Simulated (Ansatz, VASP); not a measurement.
One calculation of BaTe, two programs

```
Ba Te
1.0
     0.00000    3.41000    3.41000
     3.41000    0.00000    3.41000
     3.41000    3.41000    0.00000
Ba Te
1 1
Cartesian
  0.0000 0.0000 0.0000
  3.4100 3.4100 3.4100
```

Alike in both runs: task single point; functional PBE0; k mesh 4 × 4 × 4; occupations fermi-dirac, width 0.05 eV; no spin polarisation.

|  | VASP | Ansatz |
| --- | --- | --- |
| version | VASP 6.6.1 | Ansatz 0.2.0 |
| potentials or method | VASP PAW PBE potentials, release 64 (Ba_sv, Te) | Ansatz PAW |
| plane-wave cutoff (eV) | 520 | 420 |
| valence electrons in the cell | 16 | 26 |

Ansatz gave:

| Property | Result |
| --- | --- |
| gap on the k mesh at the Fermi level (eV) | 2.76 |
| least direct gap on the mesh (eV) | 3.17 |
| pressure (GPa) | 3.7 |

Q: Which values does VASP return?

A: gap on the k mesh at the Fermi level (eV): 2.72; least direct gap on the mesh (eV): 3.16; pressure (GPa): 3.9.

With one functional, cell and mesh, what is left measures potentials, basis and numerics. VASP's potentials hold 16 valence electrons a cell and Ansatz's 26, so a difference there can come from the potentials and not from the codes.

Neither program's run includes spin-orbit coupling.
